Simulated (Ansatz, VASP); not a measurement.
## AlN: VASP beside Ansatz

```
CELL_PARAMETERS angstrom
0.00000 2.20160 2.20160
2.20160 0.00000 2.20160
2.20160 2.20160 0.00000
ATOMIC_POSITIONS crystal
Al 0.00000 0.00000 0.00000
N 0.25000 0.25000 0.25964
```

Alike in both runs: task electric field gradients; functional PBE; k mesh 13 × 13 × 13; occupations fermi-dirac, width 0.08 eV; no spin polarisation.

|  | VASP | Ansatz |
| --- | --- | --- |
| version | VASP 6.6.1 | Ansatz 0.2.0 |
| potentials or method | VASP PAW PBE potentials, release 64 (Al, N), cutoff 520 eV | all-electron PAW with datasets made for the crystal, scalar-relativistic |

|  | VASP | Ansatz | Ansatz less VASP |
| --- | --- | --- | --- |
| gap on the k mesh at the Fermi level (eV) | 3.31 | 3.31 | 0.000 |
| pressure (GPa) | -0.2 | 0.0 | +0.18 |
| traceless stress, the component that is largest in VASP (GPa) | -1.28 | -1.28 | +0.005 |
| rms of the force components (eV/Å) | 0.238 | 0.238 | -0.0003 |
| size of Vzz on the site where it differs most (V/Å²) | 0.8 | 0.6 | -0.19 |

Atom by atom the forces differ by 0.000 eV/Å (rms over components). Ansatz ran all-electron here, and VASP with PAW potentials.
